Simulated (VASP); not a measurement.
## Al2O3: single point with PBE

**The experiment to reproduce.**

“Multi-petahertz electron interference in Cr:Al2O3 solid-state material”, 2018, pmc:5906618 quotes, for a bulk crystal of Al2O3: band gap 8.7 eV (optical).

Al2O3:

```xyz
10
Lattice="2.3828 1.3757 4.4524 -2.3828 1.3757 4.4524 0.0000 -2.7514 4.4524" Properties=species:S:1:pos:R:3 pbc="T T T"
Al    0.0000    0.0000   11.3821
Al    0.0000    0.0000    8.6538
Al    0.0000    0.0000    1.9751
Al    0.0000    0.0000    4.7035
O    -0.9238   -1.3757    5.5655
O     1.6533   -0.1122    5.5655
O    -0.7295    1.4878    5.5655
O     0.9238    1.3757    7.7917
O    -1.6533    0.1122    7.7917
O     0.7295   -1.4878    7.7917
```

```
Program                : VASP 6.6.1
Task                   : single point
Functional             : PBE
Potentials or basis    : VASP PAW PBE potentials, release 64 (Al, O)
Cutoff                 : 520 eV
k mesh                 : 6 × 6 × 6
Occupations            : gaussian, width 0.05 eV
Spin                   : no spin polarisation
Dipole correction      : no
Further INCAR settings : ALGO = Normal; EDIFF = 1e-06; NBANDS = 35
```

The pressure is 0.3 GPa and the largest force is 0.148 eV/Å. The band gap on the k mesh is 5.81 eV.

Forces in eV/Å, atoms in the order of the input:
```
Al   0.000  0.000 -0.148
Al   0.000  0.000  0.148
Al   0.000  0.000  0.148
Al   0.000  0.000 -0.148
O    0.061  0.000  0.000
O   -0.031  0.053  0.000
O   -0.031 -0.053  0.000
O   -0.061  0.000  0.000
O    0.031 -0.053  0.000
O    0.031  0.053  0.000
```

Stress tensor (GPa, compression positive):
```
 3.85  0.00  0.00
 0.00  3.85  0.00
 0.00  0.00 -6.80
```

Levels at points of the mesh, in eV from the valence-band top:
```tsv
k point	band 20	band 21	band 22	band 23	band 24	band 25	band 26	band 27	band 28	band 29
(0.00, 0.00, 0.00)	-0.47	-0.47	-0.22	0.00	0.00	5.81	9.07	10.23	10.92	10.92
(0.50, 0.00, 0.00)	-1.33	-0.91	-0.91	-0.34	-0.34	9.02	9.02	9.28	9.28	11.69
(0.50, 0.50, 0.00)	-1.32	-0.99	-0.87	-0.83	-0.32	9.19	9.59	9.67	10.10	10.71
(0.50, 0.50, 0.50)	-2.02	-0.31	-0.31	-0.31	-0.31	8.40	8.40	10.73	10.73	12.23
```

Wall time 2.7 min on 1 thread of Intel Xeon 8259CL (shared host), peak memory 0.26 GiB.

Measured gap of Al2O3: 8.7 eV (optical; quoted in “Multi-petahertz electron interference in Cr:Al2O3 solid-state material”, 2018, pmc:5906618). This calculation gives 5.81 eV (-2.89 eV). The value is that of PBE, without temperature or zero-point motion. Semilocal functionals fall short of measured gaps as a rule.

Caveat: the stress differs along the axes, from -7 to 4 GPa.
